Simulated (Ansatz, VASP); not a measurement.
# One calculation of Au, two programs

```xyz
1
Lattice="2.7480 0.0000 0.0000 0.0000 2.7480 0.0000 0.0000 0.0000 2.7480" Properties=species:S:1:pos:R:3 pbc="T T T"
Au    0.0000    0.0000    0.0000
```

Alike in both runs: functional PBE; k mesh 12 × 12 × 12; occupations fermi-dirac, width 0.1 eV; no spin polarisation.

Ansatz relaxed the structure, and its values are those at the end. VASP's run is a single point on that final structure, the one shown.

```csv
,VASP,Ansatz
version,VASP 6.6.1,Ansatz 0.2.0
potentials or method,"VASP PAW PBE potentials, release 64 (Au), cutoff 520 eV","plane waves (420 eV) with PAW, scalar-relativistic"
valence electrons in the cell,11,19
```

```csv
,VASP,Ansatz,Ansatz less VASP
pressure (GPa),-0.2,0.0,+0.17
```

VASP's potentials hold 11 valence electrons a cell and Ansatz's 19, so a difference there can come from the potentials and not from the codes.

Neither program's run includes spin-orbit coupling.
